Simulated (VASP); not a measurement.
# As in VASP: notebook

As is run at these levels: PBE+D3(BJ); tasks: single point.

Program: VASP 6.6.1. These are calculated values, not measurements. Logs are shortened: lines on timing, memory, paths and dates and some standing lists are left out, and cuts for length are marked.

## (1) The cell of the first run

The cell holds a slab with vacuum, 6 atoms: a = 3.834 Å, b = 3.834 Å, c = 31.345 Å, α = 90.00°, β = 90.00°, γ = 120.00°.

## (2) Single point, PBE+D3(BJ)

INCAR

```
PREC = Accurate
ENCUT = 520
EDIFF = 1E-6
ISMEAR = 0
SIGMA = 0.1
LREAL = F
LASPH = T
NELM = 60
ALGO = Normal
ISIF = 2
LWAVE = F
LCHARG = T
LDIPOL = T
IDIPOL = 3
DIPOL = 0.5 0.5 0.649
GGA = PE
IVDW = 12
LELF = T
LVHAR = T
LVACPOTAV = T
NBANDS = 24
```

KPOINTS

```
regular mesh
0
Gamma
  9 9 1
```

POSCAR

```
As
1.0
    3.8335938617      0.0000000000      0.0000000000
   -1.9167969308      3.3199896720      0.0000000000
    0.0000000000      0.0000000000     31.3450377818
As
6
Direct
    0.8137198898      0.1862801102      0.5211054144
    0.1396181319      0.8603818681      0.5634821294
    0.4798904589      0.5201095411      0.6280079706
    0.8097536061      0.1902463939      0.6690275670
    0.1449611263      0.8550388737      0.7354624124
    0.4769401088      0.5230598912      0.7768267754
```

Potentials or basis: VASP PAW PBE potentials, release 64 (As).

The run is started by

```bash
$ cat potpaw_PBE.64/As/POTCAR > POTCAR
$ mpirun -np 1 vasp_std > vasp.out
```

OUTCAR:

```text
PREC = Accurate
   ENCUT = 520
   EDIFF = 1E-6
   ISMEAR = 0
   LREAL = F
   LASPH = T
   NELM = 60
   ISIF = 2
   GGA = PE
   IVDW = 12
 IVDW          = 12

 ion  position               nearest neighbor table
   1  0.814  0.186  0.521-   2 2.54   2 2.60   2 2.60
   2  0.140  0.860  0.563-   1 2.54   1 2.60   1 2.60
   3  0.480  0.520  0.628-   4 2.54   4 2.57   4 2.57
   4  0.810  0.190  0.669-   3 2.54   3 2.57   3 2.57
   5  0.145  0.855  0.735-   6 2.56   6 2.57   6 2.57
   6  0.477  0.523  0.777-   5 2.56   5 2.57   5 2.57

  LATTYP: Found a hexagonal cell.
 ALAT       =     3.8335938617
 C/A-ratio  =     8.1764106769

  Lattice vectors:

 A1 = (   3.8335938617,   0.0000000000,   0.0000000000)
 A2 = (  -1.9167969308,   3.3199896720,   0.0000000000)
 A3 = (   0.0000000000,   0.0000000000,  31.3450377818)

Analysis of symmetry for initial positions (statically):
=====================================================================
 Subroutine PRICEL returns:
 Original cell was already a primitive cell.

 Routine SETGRP: Setting up the symmetry group for a
 hexagonal supercell.

 Subroutine GETGRP returns: Found  2 space group operations
 (whereof  2 operations were pure point group operations)
 out of a pool of 24 trial point group operations.

The static configuration has the point symmetry C_1h.

Analysis of symmetry for dynamics (positions and initial velocities):
=====================================================================
 Subroutine PRICEL returns:
 Original cell was already a primitive cell.

 Routine SETGRP: Setting up the symmetry group for a
 hexagonal supercell.

 Subroutine GETGRP returns: Found  2 space group operations
 (whereof  2 operations were pure point group operations)
 out of a pool of 24 trial point group operations.

The dynamic configuration has the point symmetry C_1h.

 Subroutine INISYM returns: Found  2 space group operations
 (whereof  2 operations are pure point group operations),
 and found     1 'primitive' translations

----------------------------------------------------------------------------------------

                                     Primitive cell

  volume of cell :     398.9437

  direct lattice vectors                    reciprocal lattice vectors
     3.833593862  0.000000000  0.000000000     0.260851837  0.150602878  0.000000000
    -1.916796931  3.319989672  0.000000000     0.000000000  0.301205756  0.000000000
     0.000000000  0.000000000 31.345037782     0.000000000  0.000000000  0.031902976

[... 99 lines left out ...]
   TEBEG  =    0.0;   TEEND  =   0.0 temperature during run
   PSTRESS=    0.0 pullay stress
   NELECT =      30.0000    total number of electrons
   NUPDOWN=      -1.0000    fix difference up-down
   EMIN   =  10.00;   EMAX   =-10.00  energy-range for DOS
   EFERMI =   0.00;   METHOD = LEGACY
   ISMEAR =     0;   SIGMA  =   0.10  broadening in eV -4-tet -1-fermi 0-gaus
   EFERMI_NEDOS =   21; number of points for ismear=-14 and -15
   IALGO  =     38    algorithm
   IMIX   =      4    mixing-type and parameters
     AMIX     =   0.40;   BMIX     =  1.00
     AMIX_MAG =   1.60;   BMIX_MAG =  1.00
  volume/ion in A,a.u.               =      66.49       448.70
  Fermi-wavevector in a.u.,A,eV,Ry     =   0.691000  1.305801  6.496523  0.477481
  Thomas-Fermi vector in A             =   1.772527
   LORBIT       =      0    0 simple, 1 ext, 2 COOP (PROOUT), +10 PAW based schemes
   GGA     = PE    functional components
   LHFCALC =     F    Hartree Fock is set to
   AEXX    =    0.0000 exact exchange contribution
   IVDW    =    12    specifies the selected vdW correction
   LEPSILON=     F    determine dielectric tensor
   LRPA    =     F    only Hartree local field effects (RPA)
 non-spin polarized calculation
 Gauss-broadening in eV      SIGMA  =   0.10
  energy-cutoff  :      520.00
  volume of cell :      398.94
 maximum number of plane-waves:     10833
 NGX is ok and might be reduce to    30
   NGX = 15   NGY = 15   NGZ =117

 dipolmoment           0.000000      0.000000     -0.000171 electrons x Angstroem

 number of electron      30.0000000 magnetization

 dipolmoment           0.000000      0.000000      0.000428 electrons x Angstroem

 Free energy of the ion-electron system (eV)
  ---------------------------------------------------
  ext. energy  EPLUGINS =         0.00000000
  ---------------------------------------------------
  free energy    TOTEN  =       -27.80685350 eV

  energy without entropy =      -27.80425896  energy(sigma->0) =      -27.80555623

 E-fermi :  -1.3997     XC(G=0):  -3.7319

 val. band max:       -1.4538584377   @ k =  -0.1111   0.1111   0.0000
 cond. band min:      -1.1473106464   @ k =   0.4444  -0.0000   0.0000
 fundamental gap:      0.3065477913
 Fermi energy:        -1.3997256771

 k-point     1 :       0.0000    0.0000    0.0000
  band No.  band energies     occupation
      1     -15.9142      2.00000
      2     -15.2663      2.00000
      3     -14.6216      2.00000
      4     -10.7809      2.00000
      5      -9.2312      2.00000
      6      -7.6250      2.00000
[... 637 lines left out ...]
     23       3.5336      0.00000
     24       4.0875      0.00000

 [... further k-points ...]

------------------------ aborting loop because EDIFF is reached ----------------------------------------

 Edisp (eV)   -1.99012

 E8    (eV) :    -0.8716

  FORCE on cell =-STRESS in cart. coord.  units (eV):
  Direction    XX          YY          ZZ          XY          YZ          ZX
  --------------------------------------------------------------------------------------
  -------------------------------------------------------------------------------------
  Total      -3.84975    -3.96349    -0.32246    -0.09850    -0.26774     0.46374
  in kB     -15.46079   -15.91756    -1.29501    -0.39558    -1.07526     1.86241
  external pressure =      -10.89 kB  Pullay stress =        0.00 kB

 VOLUME and BASIS-vectors are now :
 -----------------------------------------------------------------------------
  energy-cutoff  :      520.00
  volume of cell :      398.94
      direct lattice vectors                 reciprocal lattice vectors
     3.833593862  0.000000000  0.000000000     0.260851837  0.150602878  0.000000000
    -1.916796931  3.319989672  0.000000000     0.000000000  0.301205756  0.000000000
     0.000000000  0.000000000 31.345037782     0.000000000  0.000000000  0.031902976

 POSITION                                       TOTAL-FORCE (eV/Angst)
 -----------------------------------------------------------------------------------
      2.76241      0.61845     16.33407        -0.219763      0.126880      0.248270
     -1.11394      2.85646     17.66237         0.219637     -0.126807     -0.320099
      0.84276      1.72676     19.68493        -0.086722      0.050069      0.170832
      2.73960      0.63162     20.97069         0.078244     -0.045174     -0.086086
     -1.08321      2.83872     23.05310        -0.024084      0.013905     -0.027578
      0.82580      1.73655     24.34966         0.032689     -0.018873      0.014661
 -----------------------------------------------------------------------------------
    total drift:                               -0.000101      0.000058      0.000124

  FREE ENERGIE OF THE ION-ELECTRON SYSTEM (eV)
  ---------------------------------------------------
  free  energy   TOTEN  =       -29.7969726197 eV

  energy  without entropy=      -29.7943780822  energy(sigma->0) =      -29.79567535

 vacuum level on the upper side and lower side of the slab         3.195         3.189
```

It took 3.7 min on 1 thread of Intel Xeon Platinum 8481C at 2.70GHz (Sapphire Rapids), shared host; peak memory 0.56 GiB.

Results:

```yaml
Free_energy: -29.7970 eV
Largest_force: 0.408 eV/Å
Band_gap_on_the_k_mesh: zero (band 15 reaches -1.45 eV, above the bottom of band 16 at -1.63 eV)
Dispersion_energy_per_atom: -0.332 eV
```

Forces in eV/Å, atoms in the order of the input:
```
As  -0.220  0.127  0.248
As   0.220 -0.127 -0.320
As  -0.087  0.050  0.171
As   0.078 -0.045 -0.086
As  -0.024  0.014 -0.028
As   0.033 -0.019  0.015
```

## (3) Single point, PBE+D3(BJ)

This run uses another cell than the first one, of 68.59 Å³/atom, 1.032 times its volume.

INCAR

```
PREC = Accurate
ENCUT = 520
EDIFF = 1E-7
ISMEAR = 0
SIGMA = 0.1
LREAL = F
LASPH = T
NELM = 100
ALGO = Normal
ISIF = 2
LWAVE = F
LCHARG = F
LDIPOL = T
IDIPOL = 3
DIPOL = 0.5 0.5 0.644
GGA = PE
IVDW = 12
NBANDS = 24
```

KPOINTS is that of step 2.

POSCAR

```
As
1.0
    3.8335938617      0.0000000000      0.0000000000
   -1.9167969308      3.3199896720      0.0000000000
    0.0000000000      0.0000000000     32.3350377818
As
6
Direct
    0.3335379794      0.6664620206      0.5245244471
    0.6668751100      0.3331248900      0.5618885859
    0.0001979531      0.9998020469      0.6234727434
    0.3335301319      0.6664698681      0.6627353524
    0.6668635385      0.3331364615      0.7261729409
    0.0001957446      0.9998042554      0.7657301230
```

Potentials or basis: VASP PAW PBE potentials, release 64 (As).

The run is started by

```bash
$ cat potpaw_PBE.64/As/POTCAR > POTCAR
$ mpirun -np 1 vasp_std > vasp.out
```

OUTCAR:

```text
PREC = Accurate
   ENCUT = 520
   EDIFF = 1E-7
   ISMEAR = 0
   LREAL = F
   LASPH = T
   NELM = 100
   ISIF = 2
   GGA = PE
   IVDW = 12
 IVDW          = 12

 ion  position               nearest neighbor table
   1  0.334  0.666  0.525-   2 2.52   2 2.52   2 2.52
   2  0.667  0.333  0.562-   1 2.52   1 2.52   1 2.52
   3  0.000  1.000  0.623-   4 2.55   4 2.55   4 2.55
   4  0.334  0.666  0.663-   3 2.55   3 2.55   3 2.55
   5  0.667  0.333  0.726-   6 2.56   6 2.56   6 2.56
   6  0.000  1.000  0.766-   5 2.56   5 2.56   5 2.56

  LATTYP: Found a hexagonal cell.
 ALAT       =     3.8335938617
 C/A-ratio  =     8.4346539953

  Lattice vectors:

 A1 = (   3.8335938617,   0.0000000000,   0.0000000000)
 A2 = (  -1.9167969308,   3.3199896720,   0.0000000000)
 A3 = (   0.0000000000,   0.0000000000,  32.3350377818)

Analysis of symmetry for initial positions (statically):
=====================================================================
 Subroutine PRICEL returns:
 Original cell was already a primitive cell.

 Routine SETGRP: Setting up the symmetry group for a
 hexagonal supercell.

 Subroutine GETGRP returns: Found  2 space group operations
 (whereof  2 operations were pure point group operations)
 out of a pool of 24 trial point group operations.

The static configuration has the point symmetry C_1h.

Analysis of symmetry for dynamics (positions and initial velocities):
=====================================================================
 Subroutine PRICEL returns:
 Original cell was already a primitive cell.

 Routine SETGRP: Setting up the symmetry group for a
 hexagonal supercell.

 Subroutine GETGRP returns: Found  2 space group operations
 (whereof  2 operations were pure point group operations)
 out of a pool of 24 trial point group operations.

The dynamic configuration has the point symmetry C_1h.

 Subroutine INISYM returns: Found  2 space group operations
 (whereof  2 operations are pure point group operations),
 and found     1 'primitive' translations

----------------------------------------------------------------------------------------

                                     Primitive cell

  volume of cell :     411.5439

  direct lattice vectors                    reciprocal lattice vectors
     3.833593862  0.000000000  0.000000000     0.260851837  0.150602878  0.000000000
    -1.916796931  3.319989672  0.000000000     0.000000000  0.301205756  0.000000000
     0.000000000  0.000000000 32.335037782     0.000000000  0.000000000  0.030926205

  length of vectors
     3.833593862  3.833593862 32.335037782     0.301205756  0.301205756  0.030926205

  position of ions in fractional coordinates (direct lattice)
     0.333537979  0.666462021  0.524524447
     0.666875110  0.333124890  0.561888586
     0.000197953  0.999802047  0.623472743
     0.333530132  0.666469868  0.662735352
     0.666863539  0.333136461  0.726172941
     0.000195745  0.999804255  0.765730123

  ion indices of the primitive-cell ions
   primitive index   ion index
                 1           1
                 2           2
                 3           3
                 4           4
                 5           5
[... 53 lines left out ...]
  0.444444  0.333333  0.000000      4.000000
   k-points           NKPTS =     25   k-points in BZ     NKDIM =     25   number of bands    NBANDS=     24
   number of dos      NEDOS =    301   number of ions     NIONS =      6
   total plane-waves  NPLWV = 216000
   dimension x,y,z NGX =    30 NGY =   30 NGZ =  240
   dimension x,y,z NGXF=    60 NGYF=   60 NGZF=  480
   ions per type =               6
   NGX,Y,Z   is equivalent  to a cutoff of  13.01, 13.01, 12.34 a.u.
   NGXF,Y,Z  is equivalent  to a cutoff of  26.02, 26.02, 24.68 a.u.
 SYSTEM =  unknown system
   PREC   = accura    normal or accurate (medium, high low for compatibility)
   ISTART =      0    job   : 0-new  1-cont  2-samecut
   ICHARG =      2    charge: 1-file 2-atom 10-const
   ISPIN  =      1    spin polarized calculation?
   LNONCOLLINEAR =      F non collinear calculations
   LSORBIT =      F    spin-orbit coupling
   LASPH  =      T    aspherical Exc in radial PAW
   ENCUT  =  520.0 eV  38.22 Ry    6.18 a.u.   7.13  7.13 60.12*2*pi/ulx,y,z
   NELM   =    100;   NELMIN=  2; NELMDL= -5     # of ELM steps
   EDIFF  = 0.1E-06   stopping-criterion for ELM
   LREAL  =      F    real-space projection
   EDIFFG = 0.1E-05   stopping-criterion for IOM
   NSW    =      0    number of steps for IOM
   IBRION =     -1    ionic relax: 0-MD 1-quasi-New 2-CG
   NFREE  =      0    steps in history (QN), initial steepest desc. (CG)
   ISIF   =      2    stress and relaxation
   ISYM   =      2    0-nonsym 1-usesym 2-fastsym
   POTIM  = 0.5000    time-step for ionic-motion
   TEBEG  =    0.0;   TEEND  =   0.0 temperature during run
   PSTRESS=    0.0 pullay stress
   NELECT =      30.0000    total number of electrons
   NUPDOWN=      -1.0000    fix difference up-down
   EMIN   =  10.00;   EMAX   =-10.00  energy-range for DOS
   EFERMI =   0.00;   METHOD = LEGACY
   ISMEAR =     0;   SIGMA  =   0.10  broadening in eV -4-tet -1-fermi 0-gaus
   EFERMI_NEDOS =   21; number of points for ismear=-14 and -15
   IALGO  =     38    algorithm
   IMIX   =      4    mixing-type and parameters
     AMIX     =   0.40;   BMIX     =  1.00
     AMIX_MAG =   1.60;   BMIX_MAG =  1.00
  volume/ion in A,a.u.               =      68.59       462.87
  Fermi-wavevector in a.u.,A,eV,Ry     =   0.683875  1.292336  6.363235  0.467685
  Thomas-Fermi vector in A             =   1.763365
   LORBIT       =      0    0 simple, 1 ext, 2 COOP (PROOUT), +10 PAW based schemes
   GGA     = PE    functional components
   LHFCALC =     F    Hartree Fock is set to
   AEXX    =    0.0000 exact exchange contribution
   IVDW    =    12    specifies the selected vdW correction
   LEPSILON=     F    determine dielectric tensor
   LRPA    =     F    only Hartree local field effects (RPA)
 non-spin polarized calculation
 Gauss-broadening in eV      SIGMA  =   0.10
  energy-cutoff  :      520.00
  volume of cell :      411.54
 maximum number of plane-waves:     11163
 NGX is ok and might be reduce to    30
   NGX = 15   NGY = 15   NGZ =121

 dipolmoment           0.000000      0.000000      0.012142 electrons x Angstroem

 number of electron      29.9999994 magnetization

 dipolmoment           0.000000      0.000000     -0.005214 electrons x Angstroem

 Free energy of the ion-electron system (eV)
  ---------------------------------------------------
  ext. energy  EPLUGINS =         0.00000000
  ---------------------------------------------------
  free energy    TOTEN  =       -27.73847588 eV

  energy without entropy =      -27.73567007  energy(sigma->0) =      -27.73707298

 E-fermi :  -1.4956     XC(G=0):  -3.5709

 val. band max:       -1.5626558262   @ k =   0.1111  -0.0000   0.0000
 cond. band min:      -1.3115776362   @ k =  -0.4444   0.4444   0.0000
 fundamental gap:      0.2510781900
 Fermi energy:        -1.4955527030

 k-point     1 :       0.0000    0.0000    0.0000
  band No.  band energies     occupation
      1     -16.2207      2.00000
      2     -15.6073      2.00000
      3     -14.8632      2.00000
      4     -10.8666      2.00000
      5      -9.2035      2.00000
      6      -7.5707      2.00000
[... 637 lines left out ...]
     23       3.4159      0.00000
     24       4.0050      0.00000

 [... further k-points ...]

------------------------ aborting loop because EDIFF is reached ----------------------------------------

 vacuum level on the upper side and lower side of the slab       (xc-potential included)        -0.050         0.024

 Edisp (eV)   -2.02351

 E8    (eV) :    -0.8869

  FORCE on cell =-STRESS in cart. coord.  units (eV):
  Direction    XX          YY          ZZ          XY          YZ          ZX
  --------------------------------------------------------------------------------------
  -------------------------------------------------------------------------------------
  Total      -2.89720    -2.89729     1.87887    -0.00007    -0.00011     0.00020
  in kB     -11.27907   -11.27940     7.31461    -0.00029    -0.00044     0.00076
  external pressure =       -5.08 kB  Pullay stress =        0.00 kB

 VOLUME and BASIS-vectors are now :
 -----------------------------------------------------------------------------
  energy-cutoff  :      520.00
  volume of cell :      411.54
      direct lattice vectors                 reciprocal lattice vectors
     3.833593862  0.000000000  0.000000000     0.260851837  0.150602878  0.000000000
    -1.916796931  3.319989672  0.000000000     0.000000000  0.301205756  0.000000000
     0.000000000  0.000000000 32.335037782     0.000000000  0.000000000  0.030926205

 POSITION                                       TOTAL-FORCE (eV/Angst)
 -----------------------------------------------------------------------------------
      0.00118      2.21265     16.96052         0.000109     -0.000063     -0.866893
      1.91800      1.10597     18.16869        -0.000170      0.000098      0.674986
     -1.91566      3.31933     20.16001        -0.000021      0.000012      0.151405
      0.00113      2.21267     21.42957         0.000071     -0.000041     -0.026194
      1.91793      1.10601     23.48083        -0.000039      0.000022     -0.142095
     -1.91567      3.31934     24.75991         0.000051     -0.000029      0.208791
 -----------------------------------------------------------------------------------
    total drift:                                0.000068     -0.000039      0.000107

  FREE ENERGIE OF THE ION-ELECTRON SYSTEM (eV)
  ---------------------------------------------------
  free  energy   TOTEN  =       -29.7619891225 eV

  energy  without entropy=      -29.7591833084  energy(sigma->0) =      -29.76058622

 vacuum level on the upper side and lower side of the slab         3.056         3.134
```

OSZICAR:

```text
N       E                     dE             d eps       ncg     rms          rms(c)
DAV:   1     0.195665214619E+03    0.19567E+03   -0.93605E+03  1200   0.896E+02
DAV:   2    -0.371145459656E+01   -0.19938E+03   -0.19135E+03  1888   0.157E+02
DAV:   3    -0.271043797693E+02   -0.23393E+02   -0.23082E+02  1584   0.606E+01
[... 17 lines left out ...]
DAV:  21    -0.277384741781E+02   -0.24919E-05   -0.43360E-08  1304   0.353E-04    0.929E-05
DAV:  22    -0.277384751447E+02   -0.96656E-06   -0.18262E-08  1192   0.225E-04    0.514E-05
DAV:  23    -0.277384756366E+02   -0.49189E-06   -0.62552E-09  1096   0.132E-04    0.282E-05
DAV:  24    -0.277384758164E+02   -0.17979E-06   -0.24481E-09  1008   0.817E-05    0.151E-05
DAV:  25    -0.277384758848E+02   -0.68453E-07   -0.12815E-09  1032   0.522E-05
   1 F= -.29761989E+02 E0= -.29760586E+02  d E =-.280581E-02
```

Wall time 3.8 min (1 thread of Intel Xeon Platinum 8481C at 2.70GHz (Sapphire Rapids), shared host); peak memory 0.59 GiB.

What came out:

```yaml
Free_energy: -29.7620 eV
Largest_force: 0.867 eV/Å
Band_gap_on_the_k_mesh: zero (band 15 reaches -1.56 eV, above the bottom of band 16 at -1.87 eV)
Dispersion_energy_per_atom: -0.337 eV
```

Forces on the atoms (eV/Å):
```
As   0.000  0.000 -0.867
As   0.000  0.000  0.675
As   0.000  0.000  0.151
As   0.000  0.000 -0.026
As   0.000  0.000 -0.142
As   0.000  0.000  0.209
```

Levels at points of the mesh, in eV from the Fermi level:
| k point | band 12 | band 13 | band 14 | band 15 | band 16 | band 17 | band 18 | band 19 |
| --- | --- | --- | --- | --- | --- | --- | --- | --- |
| (0.00, 0.00, 0.00) | -1.66 | -1.52 | -0.91 | -0.50 | -0.38 | 0.80 | 0.80 | 1.81 |
